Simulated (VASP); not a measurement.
# BeS (F-43m) in VASP: single point with r2SCAN

Aim: the single point of BeS with r2SCAN.

Program: VASP 6.6.1. These are calculated values, not measurements. Logs are shortened: lines on timing, memory, paths and dates and some standing lists are left out, and cuts for length are marked.

### 1 The cell of the first run

It takes space group F-43m (No. 216, cubic). Conventional cell: a = 4.869 Å, b = 4.869 Å, c = 4.869 Å, α = 90.00°, β = 90.00°, γ = 90.00°. Within 2.8 Å of Be (site symmetry -43m) lie 4 S at 2.11 Å. S (site symmetry -43m) has 4 Be at 2.11 Å within 2.8 Å.

### 2 Single point, r2SCAN

Contents of POSCAR:

```
BeS
1.0
    0.0000000000      2.4343062282      2.4343062282
    2.4343062282      0.0000000000      2.4343062282
    2.4343062282      2.4343062282      0.0000000000
Be S
1 1
Direct
    0.0000000000      0.0000000000      0.0000000000
    0.2500000000      0.2500000000      0.2500000000
```

Contents of INCAR.step1:

```
PREC = Accurate
ENCUT = 520
ISMEAR = 0
SIGMA = 0.01
LREAL = F
LASPH = T
NELM = 60
NBANDS = 11
GGA = PE
ALGO = Normal
EDIFF = 1E-4
LWAVE = T
LCHARG = F
```

Contents of INCAR.step2:

```
PREC = Accurate
ENCUT = 520
EDIFF = 1E-6
ISMEAR = 0
SIGMA = 0.01
LREAL = F
LASPH = T
NELM = 60
ALGO = Normal
ISIF = 2
LWAVE = F
LCHARG = F
METAGGA = R2SCAN
LMIXTAU = T
NBANDS = 11
ISTART = 1
```

Contents of KPOINTS:

```
Automatic mesh
0
Gamma
  4 4 4
```

Potentials or basis: VASP PAW PBE potentials, release 64 (Be, S).

Launch:

```console
$ cat potpaw_PBE.64/Be/POTCAR potpaw_PBE.64/S/POTCAR > POTCAR
$ cp INCAR.step1 INCAR
$ mpirun -np 1 vasp_std > vasp.out
$ cp INCAR.step2 INCAR
$ mpirun -np 1 vasp_std > vasp.out
```

OUTCAR:

```text
PREC = Accurate
   ENCUT = 520
   EDIFF = 1E-6
   ISMEAR = 0
   LREAL = F
   LASPH = T
   NELM = 60
   ISIF = 2
   METAGGA = R2SCAN
   ISTART = 1

 ion  position               nearest neighbor table
   1  0.000  0.000  0.000-   2 2.11   2 2.11   2 2.11   2 2.11
   2  0.250  0.250  0.250-   1 2.11   1 2.11   1 2.11   1 2.11

  LATTYP: Found a face centered cubic cell.
 ALAT       =     4.8686124564

  Lattice vectors:

 A1 = (   0.0000000000,   2.4343062282,   2.4343062282)
 A2 = (   2.4343062282,   0.0000000000,   2.4343062282)
 A3 = (   2.4343062282,   2.4343062282,   0.0000000000)

Analysis of symmetry for initial positions (statically):
=====================================================================
 Subroutine PRICEL returns:
 Original cell was already a primitive cell.

 Routine SETGRP: Setting up the symmetry group for a
 face centered cubic supercell.

 Subroutine GETGRP returns: Found 24 space group operations
 (whereof 24 operations were pure point group operations)
 out of a pool of 48 trial point group operations.

The static configuration has the point symmetry T_d .

Analysis of symmetry for dynamics (positions and initial velocities):
=====================================================================
 Subroutine PRICEL returns:
 Original cell was already a primitive cell.

 Routine SETGRP: Setting up the symmetry group for a
 face centered cubic supercell.

 Subroutine GETGRP returns: Found 24 space group operations
 (whereof 24 operations were pure point group operations)
 out of a pool of 48 trial point group operations.

The dynamic configuration has the point symmetry T_d .

 Subroutine INISYM returns: Found 24 space group operations
 (whereof 24 operations are pure point group operations),
 and found     1 'primitive' translations

----------------------------------------------------------------------------------------

                                     Primitive cell

  volume of cell :      28.8507

  direct lattice vectors                    reciprocal lattice vectors
     0.000000000  2.434306228  2.434306228    -0.205397330  0.205397330  0.205397330
     2.434306228  0.000000000  2.434306228     0.205397330 -0.205397330  0.205397330
     2.434306228  2.434306228  0.000000000     0.205397330  0.205397330 -0.205397330

  length of vectors
     3.442628883  3.442628883  3.442628883     0.355758612  0.355758612  0.355758612

  position of ions in fractional coordinates (direct lattice)
     0.000000000  0.000000000  0.000000000
     0.250000000  0.250000000  0.250000000

  ion indices of the primitive-cell ions
   primitive index   ion index
                 1           1
                 2           2

----------------------------------------------------------------------------------------

 KPOINTS: Automatic mesh

Automatic generation of k-mesh.
 Grid dimensions read from file:
 generate k-points for:    4    4    4

 Generating k-lattice:

  Cartesian coordinates                     Fractional coordinates (reciprocal lattice)
    -0.051349333  0.051349333  0.051349333     0.250000000  0.000000000  0.000000000
     0.051349333 -0.051349333  0.051349333     0.000000000  0.250000000  0.000000000
     0.051349333  0.051349333 -0.051349333     0.000000000  0.000000000  0.250000000

  Length of vectors
     0.088939653  0.088939653  0.088939653

  Shift w.r.t. Gamma in fractional coordinates (k-lattice)
     0.000000000  0.000000000  0.000000000

 Subroutine IBZKPT returns following result:
 ===========================================

 Found      8 irreducible k-points:

 Following reciprocal coordinates:
            Coordinates               Weight
  0.000000  0.000000  0.000000      1.000000
  0.250000  0.000000  0.000000      8.000000
  0.500000  0.000000  0.000000      4.000000
  0.250000  0.250000  0.000000      6.000000
  0.500000  0.250000  0.000000     24.000000
 -0.250000  0.250000  0.000000     12.000000
  0.500000  0.500000  0.000000      3.000000
 -0.250000  0.500000  0.250000      6.000000
   k-points           NKPTS =      8   k-points in BZ     NKDIM =      8   number of bands    NBANDS=     11
   number of dos      NEDOS =    301   number of ions     NIONS =      2
   total plane-waves  NPLWV =  21952
   dimension x,y,z NGX =    28 NGY =   28 NGZ =   28
   dimension x,y,z NGXF=    56 NGYF=   56 NGZF=   56
   ions per type =               1   1
   NGX,Y,Z   is equivalent  to a cutoff of  13.52, 13.52, 13.52 a.u.
   NGXF,Y,Z  is equivalent  to a cutoff of  27.04, 27.04, 27.04 a.u.
 SYSTEM =  unknown system
   PREC   = accura    normal or accurate (medium, high low for compatibility)
   ISTART =      1    job   : 0-new  1-cont  2-samecut
   ICHARG =      0    charge: 1-file 2-atom 10-const
   ISPIN  =      1    spin polarized calculation?
   LNONCOLLINEAR =      F non collinear calculations
   LSORBIT =      F    spin-orbit coupling
   LASPH  =      T    aspherical Exc in radial PAW
   ENCUT  =  520.0 eV  38.22 Ry    6.18 a.u.   6.40  6.40  6.40*2*pi/ulx,y,z
   NELM   =     60;   NELMIN=  2; NELMDL=  0     # of ELM steps
   EDIFF  = 0.1E-05   stopping-criterion for ELM
   LREAL  =      F    real-space projection
   EDIFFG = 0.1E-04   stopping-criterion for IOM
   NSW    =      0    number of steps for IOM
   IBRION =     -1    ionic relax: 0-MD 1-quasi-New 2-CG
   NFREE  =      0    steps in history (QN), initial steepest desc. (CG)
   ISIF   =      2    stress and relaxation
   ISYM   =      2    0-nonsym 1-usesym 2-fastsym
   POTIM  = 0.5000    time-step for ionic-motion
   TEBEG  =    0.0;   TEEND  =   0.0 temperature during run
   PSTRESS=    0.0 pullay stress
   NELECT =       8.0000    total number of electrons
   NUPDOWN=      -1.0000    fix difference up-down
   EMIN   =  10.00;   EMAX   =-10.00  energy-range for DOS
   EFERMI =   0.00;   METHOD = LEGACY
   ISMEAR =     0;   SIGMA  =   0.01  broadening in eV -4-tet -1-fermi 0-gaus
   EFERMI_NEDOS =   21; number of points for ismear=-14 and -15
   IALGO  =     38    algorithm
   IMIX   =      4    mixing-type and parameters
     AMIX     =   0.40;   BMIX     =  1.00
     AMIX_MAG =   1.60;   BMIX_MAG =  1.00
  volume/ion in A,a.u.               =      14.43        97.35
  Fermi-wavevector in a.u.,A,eV,Ry     =   1.067545  2.017368 15.505918  1.139653
  Thomas-Fermi vector in A             =   2.203165
   LORBIT       =      0    0 simple, 1 ext, 2 COOP (PROOUT), +10 PAW based schemes
   METAGGA = R2SCAN    functional components
   LHFCALC =     F    Hartree Fock is set to
   AEXX    =    0.0000 exact exchange contribution
   IVDW    =     0    specifies the selected vdW correction
   LEPSILON=     F    determine dielectric tensor
   LRPA    =     F    only Hartree local field effects (RPA)
 non-spin polarized calculation
 Gauss-broadening in eV      SIGMA  =   0.01
  energy-cutoff  :      520.00
  volume of cell :       28.85
 maximum number of plane-waves:       784
 NGX is ok and might be reduce to    28
   NGX = 13   NGY = 13   NGZ = 13

 number of electron       7.9999999 magnetization

 Free energy of the ion-electron system (eV)
  ---------------------------------------------------
  ext. energy  EPLUGINS =         0.00000000
  ---------------------------------------------------
  free energy    TOTEN  =       -14.74040967 eV

  energy without entropy =      -14.74040967  energy(sigma->0) =      -14.74040967

 E-fermi :   4.0124     XC(G=0): -10.1239

 val. band max:        3.8677298824   @ k =   0.0000   0.0000   0.0000
 cond. band min:       7.4537085603   @ k =   0.5000   0.5000   0.0000
 fundamental gap:      3.5859786779
 Fermi energy:         4.0124175144

 k-point     1 :       0.0000    0.0000    0.0000
  band No.  band energies     occupation
      1     -10.3481      2.00000
      2       3.8677      2.00000
      3       3.8677      2.00000
      4       3.8677      2.00000
      5      10.1224      0.00000
      6      10.1224      0.00000
      7      10.1224      0.00000
      8      10.4487      0.00000
      9      17.2612      0.00000
     10      17.2612      0.00000
     11      19.6595      0.00000

 k-point     2 :       0.2500    0.0000    0.0000
  band No.  band energies     occupation
      1      -9.6635      2.00000
      2       0.5237      2.00000
      3       3.2703      2.00000
      4       3.2703      2.00000
      5      10.0223      0.00000
      6      11.0427      0.00000
      7      11.0427      0.00000
      8      13.8707      0.00000
      9      16.3688      0.00000
     10      16.3688      0.00000
     11      19.0427      0.00000

 k-point     3 :       0.5000    0.0000    0.0000
  band No.  band energies     occupation
      1      -8.7008      2.00000
      2      -2.0208      2.00000
      3       2.8249      2.00000
      4       2.8249      2.00000
      5       9.9199      0.00000
      6      11.0021      0.00000
      7      11.0021      0.00000
      8      15.8587      0.00000
      9      19.5341      0.00000
     10      19.5341      0.00000
     11      20.0463      0.00000

 k-point     4 :       0.2500    0.2500    0.0000
  band No.  band energies     occupation
      1      -9.4351      2.00000
      2       1.0907      2.00000
      3       2.2453      2.00000
      4       2.2453      2.00000
      5       8.8589      0.00000
      6      11.0103      0.00000
      7      13.2802      0.00000
      8      13.2802      0.00000
      9      15.8560      0.00000
     10      18.6167      0.00000
     11      21.8853      0.00000

 k-point     5 :       0.5000    0.2500    0.0000
  band No.  band energies     occupation
      1      -8.4557      2.00000
      2      -1.1157      2.00000
      3       0.9229      2.00000
      4       1.8855      2.00000
      5       9.1177      0.00000
      6      12.1989      0.00000
      7      13.7802      0.00000
      8      13.7962      0.00000
      9      18.6722      0.00000
     10      19.6686      0.00000
     11      21.2238      0.00000

 k-point     6 :      -0.2500    0.2500    0.0000
  band No.  band energies     occupation
      1      -8.7912      2.00000
      2      -0.6168      2.00000
      3       0.7332      2.00000
      4       2.7456      2.00000
      5      10.2987      0.00000
      6      12.3892      0.00000
      7      12.8680      0.00000
      8      13.7315      0.00000
      9      15.4630      0.00000
     10      18.5473      0.00000
     11      21.5908      0.00000

 k-point     7 :       0.5000    0.5000    0.0000
  band No.  band energies     occupation
      1      -8.1398      2.00000
      2      -1.2648      2.00000
      3       1.1916      2.00000
      4       1.1916      2.00000
      5       7.4537      0.00000
      6       9.2520      0.00000
      7      17.6321      0.00000
      8      17.6321      0.00000
      9      20.4808      0.00000
     10      20.9526      0.00000
     11      21.6352      0.00000

 k-point     8 :      -0.2500    0.5000    0.2500
  band No.  band energies     occupation
      1      -8.0871      2.00000
      2      -0.4871      2.00000
      3      -0.0519      2.00000
      4       0.5108      2.00000
      5      10.8193      0.00000
      6      12.5846      0.00000
      7      13.0821      0.00000
      8      13.3399      0.00000
      9      19.0488      0.00000
     10      19.3911      0.00000
     11      21.8896      0.00000

------------------------ aborting loop because EDIFF is reached ----------------------------------------

  FORCE on cell =-STRESS in cart. coord.  units (eV):
  Direction    XX          YY          ZZ          XY          YZ          ZX
  --------------------------------------------------------------------------------------
  -------------------------------------------------------------------------------------
  Total        0.1423512      0.1423512      0.1423512      0.0000000      0.0000000      0.0000000
  in kB        7.9052612      7.9052612      7.9052612      0.0000000      0.0000000      0.0000000
  external PRESSURE =       7.9052612 kB  Pullay stress =       0.0000000 kB

 VOLUME and BASIS-vectors are now :
 -----------------------------------------------------------------------------
  energy-cutoff  :      520.00
  volume of cell :       28.85
      direct lattice vectors                 reciprocal lattice vectors
     0.000000000  2.434306228  2.434306228    -0.205397330  0.205397330  0.205397330
     2.434306228  0.000000000  2.434306228     0.205397330 -0.205397330  0.205397330
     2.434306228  2.434306228  0.000000000     0.205397330  0.205397330 -0.205397330

 POSITION                                       TOTAL-FORCE (eV/Angst)
 -----------------------------------------------------------------------------------
      0.00000      0.00000      0.00000        -0.000000     -0.000000     -0.000000
      1.21715      1.21715      1.21715         0.000000      0.000000      0.000000
 -----------------------------------------------------------------------------------
    total drift:                                0.000000      0.000000      0.000000

  FREE ENERGIE OF THE ION-ELECTRON SYSTEM (eV)
  ---------------------------------------------------
  free  energy   TOTEN  =       -14.7404096660 eV

  energy  without entropy=      -14.7404096660  energy(sigma->0) =      -14.74040967
```

Wall time 14 s (1 thread of AMD EPYC 7R13 (Zen 3), shared host); peak memory 0.12 GiB.

Results:

```
Free energy            : -14.7404 eV
Pressure               : 0.8 GPa
Band gap on the k mesh : 3.59 eV, indirect (least direct gap 6.25 eV)
```

Levels at points of the mesh, in eV from the valence-band top:
```csv
k point,band 1,band 2,band 3,band 4,band 5,band 6,band 7,band 8,band 9
"(0.00, 0.00, 0.00)",-14.22,0.00,0.00,0.00,6.25,6.25,6.25,6.58,13.39
"(0.50, 0.00, 0.00)",-12.57,-5.89,-1.04,-1.04,6.05,7.13,7.13,11.99,15.67
"(0.50, 0.50, 0.00)",-12.01,-5.13,-2.68,-2.68,3.59,5.38,13.76,13.76,16.61
```

Caveat: the k points lie up to 0.56 Å⁻¹ apart; the PAW data sets were made with another functional, which shifts forces and pressure a little. A k mesh can miss the band edges.
